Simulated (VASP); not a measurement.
Runs of VASP 6.6.1 on Cd. The structure is that of space group P6_3/mmc (No. 194), or close to it. The cells are those of the table. 

```tsv
task	level	cell	gap on the mesh (eV)	pressure (GPa)
single point	PBE	a = 3.001, b = 3.001, c = 5.533 Å, angles 90.0, 90.0, 120.0°, 2 atoms	none	2.9
single point	PBE	a = 2.964, b = 2.964, c = 5.674 Å, angles 90.0, 90.0, 120.0°, 2 atoms	none	3.5
single point	PBEsol	a = 2.979, b = 2.979, c = 5.618 Å, angles 90.0, 90.0, 120.0°, 2 atoms	none	-1.2
electric field gradients	PBE	a = 2.964, b = 2.964, c = 5.674 Å, angles 90.0, 90.0, 120.0°, 2 atoms	none	3.5
single point	PBE	a = 2.979, b = 2.979, c = 5.618 Å, angles 90.0, 90.0, 120.0°, 2 atoms	none	(a)
```

Alike in all rows: potentials or basis VASP PAW PBE potentials, release 64 (Cd); no spin polarisation; k mesh 16 × 16 × 7; cutoff (eV) 520; smearing fermi-dirac 0.05 eV.

Problem. Estimate the missing entries.

Solution. (a) 3.2.

Caveats: the PAW data sets were made with another functional, which shifts forces and pressure a little (some runs).

A k mesh can miss the band edges, and the runs leave out spin-orbit coupling on Cd.

A gap of «none» marks levels without a gap at the run's occupations.
